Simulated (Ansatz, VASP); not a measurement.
**MoS2: VASP beside Ansatz**

The input INCAR:

```
PREC = Accurate
ENCUT = 520
EDIFF = 1E-6
ISMEAR = 0
SIGMA = 0.05
LREAL = False
LASPH = True
NELM = 60
ALGO = Normal
ISIF = 2
LWAVE = False
LCHARG = True
GGA = PE
IVDW = 12
LELF = True
LVHAR = True
NBANDS = 35
```

Contents of KPOINTS:

```
Automatic mesh
0
Gamma
  12 12 4
```

Contents of POSCAR:

```
MoS2
1.0
    3.0967636641      0.0000000000      0.0000000000
   -1.5483818321      2.6818760026      0.0000000000
    0.0000000000      0.0000000000     11.8898345321
Mo S
2 4
Direct
    0.3333333333      0.6666666667      0.2500000000
    0.6666666667      0.3333333333      0.7500000000
    0.3333333333      0.6666666667      0.6204968003
    0.6666666667      0.3333333333      0.1204968003
    0.3333333333      0.6666666667      0.8795031997
    0.6666666667      0.3333333333      0.3795031997
```

Input for Ansatz:

```yaml
crystal:
  lattice:
    - [3.0967636641, 0.0, 0.0]
    - [-1.5483818321, 2.6818760026, 0.0]
    - [0.0, 0.0, 11.8898345321]
  atoms:
    - { symbol: Mo, position: [0.3333333333, 0.6666666667, 0.25] }
    - { symbol: Mo, position: [0.6666666667, 0.3333333333, 0.75] }
    - { symbol: S, position: [0.3333333333, 0.6666666667, 0.6204968003] }
    - { symbol: S, position: [0.6666666667, 0.3333333333, 0.1204968003] }
    - { symbol: S, position: [0.3333333333, 0.6666666667, 0.8795031997] }
    - { symbol: S, position: [0.6666666667, 0.3333333333, 0.3795031997] }
basis:
  ecutwfc: 420
kpoints:
  mp_grid: { grid: [12, 12, 4] }
hamiltonian:
  xc: pbe
  pseudopotentials: { kind: paw, azcp: { folder: soft_1 } }
  dispersion: d3bj
scf:
  occupations: { method: gaussian, width: 0.05 }
output:
  forces: true
  stress: true
  eigenvalues: true
```

Change from the starting cell: mode 4 frozen in at +0.000 Å, equal normal strain along x, y and z -0.0167.

Alike in both runs: task single point; functional PBE; dispersion D3(BJ); k mesh 12 × 12 × 4; occupations gaussian, width 0.05 eV; no spin polarisation.

|  | VASP | Ansatz |
| --- | --- | --- |
| version | VASP 6.6.1 | Ansatz 0.2.0 |
| potentials or method | VASP PAW PBE potentials, release 64 (Mo_sv, S), cutoff 520 eV | scalar-relativistic, plane waves, PAW |
| valence electrons in the cell | 52 | 52 |

VASP gave:

| Item | Value |
| --- | --- |
| gap on the k mesh at the Fermi level (eV) | 0.74 |
| least direct gap on the mesh (eV) | 1.82 |
| pressure (GPa) | 8.6 |
| traceless stress, the component that is largest in VASP (GPa) | 0.62 |
| rms of the force components (eV/Å) | 0.403 |

Task: What did Ansatz give for the same quantities?

Result: gap on the k mesh at the Fermi level (eV): 0.73; least direct gap on the mesh (eV): 1.82; pressure (GPa): 8.8; traceless stress, the component that is largest in VASP (GPa): 0.68; rms of the force components (eV/Å): 0.412.

Atom by atom the forces differ by 0.009 eV/Å (rms over components).
